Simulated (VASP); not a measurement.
**Mg: single point with LDA**

The system is Mg.

```
Mg
1.0
    -1.39840    1.39840    1.39840
     1.39840   -1.39840    1.39840
     1.39840    1.39840   -1.39840
Mg
1
Direct
  0.00000 0.00000 0.00000
```

* Program: VASP 6.6.1
* Task: single point
* Functional: LDA
* Potentials or basis: VASP PAW LDA potentials, release 64 (Mg)
* Cutoff: 520 eV
* k mesh: 20 × 20 × 20
* Occupations: gaussian, width 0.1 eV
* Spin: no spin polarisation
* Dipole correction: no
* Further INCAR settings: ALGO = Normal; EDIFF = 1e-06; NBANDS = 7

```yaml
Pressure: 101.7 GPa
Band_gap_on_the_k_mesh: zero (band 1 reaches 11.62 eV, above the bottom of band 2 at 6.88 eV)
```

Levels at points of the mesh, in eV from the Fermi level:
```csv
k point,band 1,band 2,band 3,band 4
"(0.00, 0.00, 0.00)",-10.74,18.68,18.68,18.68
"(0.50, 0.00, 0.00)",-2.50,-1.00,11.42,16.14
"(0.50, 0.50, 0.50)",3.74,3.74,7.03,7.03
```

Run time: 14 s on 1 thread of Intel Xeon 6975P-C, on a shared host, peak memory 0.13 GiB.
